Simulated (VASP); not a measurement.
A run of VASP 6.6.1 is set up as follows.

The input INCAR:

```
ALGO = Normal
EDIFF = 1E-7
EDIFFG = -0.04
ENCUT = 600
GGA = PE
IBRION = 2
ISIF = 3
ISMEAR = 0
LASPH = T
LCHARG = F
LREAL = F
LWAVE = F
NELM = 60
NSW = 90
PREC = Accurate
SIGMA = 0.1
```

KPOINTS

```
k-points
0
Gamma
  4 4 4
```

File POSCAR:

```
Bi4O
1.0
    5.0402678500      0.0000000000      0.0000000000
    0.0000000000      5.0402678500      0.0000000000
    0.0000000000      0.0000000000      5.0402678500
Bi O
4 1
Direct
    0.2500000000      0.2500000000      0.2500000000
    0.7500000000      0.7500000000      0.2500000000
    0.7500000000      0.2500000000      0.7500000000
    0.2500000000      0.7500000000      0.7500000000
    0.0000000000      0.0000000000      0.0000000000
```

Potentials or basis: VASP PAW PBE potentials, release 64 (Bi_d, O).

Run with:

```console
$ cat potpaw_PBE.64/Bi_d/POTCAR potpaw_PBE.64/O/POTCAR > POTCAR
$ mpirun -np 1 vasp_std > vasp.out
```

Problem. Estimate the space group after relaxing (to 0.1 Å).

Solution. P-43m (No. 215).

Problem. What does it give for the relaxed volume?

Solution. 27.76 Å³/atom.

The path:
```csv
step,energy change (eV),largest force (eV/Å),pressure (GPa),volume (Å³)
1,0.0000,2.2242,9.34,128.04
2,-0.3365,0.2166,-5.38,157.75
3,-0.6296,0.3887,-1.17,143.77
4,-0.6300,0.4126,-1.01,143.39
5,-0.6300,0.4337,-0.88,143.07
6,-0.6685,0.2918,-0.26,140.56
7,-0.6848,0.1055,0.66,137.55
8,-0.6887,0.0480,-0.17,139.23
9,-0.6893,0.0084,0.04,138.78
```

Caveat: the cell differs from its parent crystal (atoms taken out).
